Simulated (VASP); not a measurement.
**AlAs: electric field gradients with PBEsol**

Crystal: AlAs.

```
Al As
1.0
     0.00000    2.80210    2.83040
     2.80210    0.00000    2.83040
     2.80210    2.80210    0.00000
Al As
1 1
Cartesian
  0.0000 0.0000 0.0000
  4.2031 4.2031 4.2456
```

This cell differs from its parent crystal: equal xx and yy strain of -1 %.

```
Program                : VASP 6.6.1
Task                   : electric field gradients
Functional             : PBEsol
Potentials or basis    : VASP PAW PBE potentials, release 64 (Al, As)
Cutoff                 : 400 eV
k mesh                 : 11 × 11 × 11
Occupations            : fermi-dirac, width 0.05 eV
Spin                   : no spin polarisation
Dipole correction      : no
Further INCAR settings : ALGO = Normal; EDIFF = 1e-08; NBANDS = 11
```

* Pressure: 2.4 GPa
* Band gap on the k mesh: 1.30 eV (least direct gap 2.12 eV)
* Largest electric field gradient by atom: Al -0.7; As +2.5 V/Å²

Stress tensor (GPa, compression positive):
```
2.57 0.00 0.00
0.00 2.57 0.00
0.00 0.00 2.03
```

Levels at points of the mesh, in eV from the valence-band top:
```tsv
k point	band 1	band 2	band 3	band 4	band 5	band 6	band 7	band 8
(0.00, 0.00, 0.00)	-12.02	-0.05	0.00	0.00	2.12	4.28	4.28	4.29
```

Electric field gradients, principal values (V/Å²):
| atom | least | middle | greatest (by size) |
| --- | --- | --- | --- |
| 1 Al | 0.367 | 0.367 | -0.734 |
| 2 As | -1.268 | -1.268 | 2.536 |

Run time: 82 s on 1 thread of Intel Xeon 8259CL, with other jobs on the host, peak memory 0.18 GiB.

Caveat: the cell differs from its parent crystal (equal xx and yy strain of -1 %); without QUAD_EFG the Cq values of the log hold for a quadrupole moment of 1 mb, not for the nuclei; the PAW data sets were made with another functional, which shifts forces and pressure a little; an odd mesh through Γ misses points on the zone boundary, where band edges can lie.
